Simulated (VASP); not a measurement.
The system is Si2Ni.

```
CELL_PARAMETERS angstrom
0.00000 2.66758 2.66758
2.66758 0.00000 2.66758
2.66758 2.66758 0.00000
ATOMIC_POSITIONS crystal
Si 0.25000 0.25000 0.25000
Si 0.75000 0.75000 0.75000
Ni 0.00000 0.00000 0.00000
```

Base run:

```yaml
Program: VASP 6.6.1
Functional: PBE
Potentials_or_basis: VASP PAW PBE potentials, release 64 (Si, Ni)
Cutoff: 520 eV
k_mesh: 14 × 14 × 14
Occupations: gaussian, width 0.15 eV
Spin: collinear spin, ferromagnetic start
Starting_moments: "[0.0, 0.0, 0.625] μB"
Fixed_moment: 0.625 μB
```

Its results: pressure 12.0 GPa; site moments Si +0.08; Ni +0.30 μB.

After a change of settings the same cell gave: pressure 11.2 GPa; site moments Si +0.07; Ni +0.24 μB. Which change was it?
A. fixed moment from 0.625 μB to 0.5 μB; moments at the start from [0.0, 0.0, 0.62] to [0.0, 0.0, 0.5]
B. fixed moment from 0.625 μB to 0.25 μB; moments at the start from [0.0, 0.0, 0.62] to [0.0, 0.0, 0.25]
C. fixed moment from 0.625 μB to 0.75 μB; moments at the start from [0.0, 0.0, 0.62] to [0.0, 0.0, 0.75]

A.

Caveats: the total moment is fixed, so each spin has its own Fermi level.
